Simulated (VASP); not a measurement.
Set up this calculation in VASP 6.6.1, as the native input.

| Quantity | Value |
| --- | --- |
| Task | single point |
| Functional | PBE |
| Potentials or basis | VASP PAW PBE potentials, release 64 (Ti_sv) |
| Cutoff | 520 eV |
| k mesh | 12 × 12 × 12 |
| Occupations | fermi-dirac, width 0.08 eV |
| Spin | no spin polarisation |
| Dipole correction | no |
| k mesh for the DOS | 18 × 18 × 18 |
| Occupations for the DOS | tetrahedron |
| Further INCAR settings | ALGO = Normal; EDIFF = 1e-06 |

The system is Ti.

```
CELL_PARAMETERS angstrom
0.00000 2.09561 2.09561
2.09561 0.00000 2.09561
2.09561 2.09561 0.00000
ATOMIC_POSITIONS crystal
Ti 0.87500 0.87500 0.87500
Ti 0.12500 0.12500 0.12500
```

This isn't the form of Ti at room conditions, which is hcp.

These files were run (other wordings do the same):

POSCAR

```
Ti
1.0
    0.0000000000      2.0956130155      2.0956130155
    2.0956130155      0.0000000000      2.0956130155
    2.0956130155      2.0956130155      0.0000000000
Ti
2
Direct
   -0.1250000000     -0.1250000000     -0.1250000000
    0.1250000000      0.1250000000      0.1250000000
```

INCAR.step1

```
SYSTEM = Ti
PREC = Accurate
ENCUT = 520
EDIFF = 1E-6
ISMEAR = -1
SIGMA = 0.08
LREAL = .False.
LASPH = .True.
NELM = 100
ALGO = Normal
ISIF = 2
LWAVE = .False.
LCHARG = .True.
LMAXMIX = 4
GGA = PE
NBANDS = 19
```

KPOINTS.step1

```
Automatic mesh
0
Gamma
  12 12 12
  0 0 0
```

INCAR.step2

```
SYSTEM = Ti
PREC = Accurate
ENCUT = 520
EDIFF = 1E-6
ISMEAR = -5
SIGMA = 0.08
LREAL = .False.
LASPH = .True.
NELM = 100
ALGO = Normal
ISIF = 2
LWAVE = .False.
LCHARG = .False.
LMAXMIX = 4
GGA = PE
LORBIT = 10
NEDOS = 2001
ICHARG = 11
```

KPOINTS.step2

```
Automatic mesh
0
Gamma
  18 18 18
  0 0 0
```

Potentials or basis: VASP PAW PBE potentials, release 64 (Ti_sv).

Run with:

```console
$ cat potpaw_PBE.64/Ti_sv/POTCAR > POTCAR
$ cp INCAR.step1 INCAR
$ cp KPOINTS.step1 KPOINTS
$ mpirun -np 1 vasp_std > vasp.out
$ cp INCAR.step2 INCAR
$ cp KPOINTS.step2 KPOINTS
$ mpirun -np 1 vasp_std > vasp.out
```

It took 110 s on 1 thread of AMD EPYC 7R13, on a shared host, peak memory 0.14 GiB.
